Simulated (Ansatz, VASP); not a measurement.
## CaO: VASP beside Ansatz

```
CELL_PARAMETERS angstrom
3.20243 0.00000 0.00000
0.00000 3.20243 0.00000
0.00000 0.00000 3.74054
ATOMIC_POSITIONS crystal
Ca 0.50000 0.50000 0.50000
O 0.00000 0.00000 0.00000
```

Change from the starting cell: species swapped into the ZrIr type (P4/mmm, No. 123).

Alike in both runs: task single point; functional PBE; k mesh 6 × 6 × 4; occupations gaussian, width 0.1 eV; no spin polarisation.

```csv
,VASP,Ansatz
version,VASP 6.6.1,Ansatz 0.2.0
potentials or method,"VASP PAW PBE potentials, release 64 (Ca_sv, O), cutoff 520 eV","scalar-relativistic, plane waves, PAW"
valence electrons in the cell,16,16
```

|  | VASP | Ansatz | Ansatz less VASP |
| --- | --- | --- | --- |
| gap on the k mesh at the Fermi level (eV) | 0.51 | 0.51 | +0.004 |
| least direct gap on the mesh (eV) | 0.74 | 0.74 | +0.003 |
| pressure (GPa) | -17.5 | -17.5 | -0.04 |
| traceless stress, the component that is largest in VASP (GPa) | -22.92 | -22.91 | +0.009 |
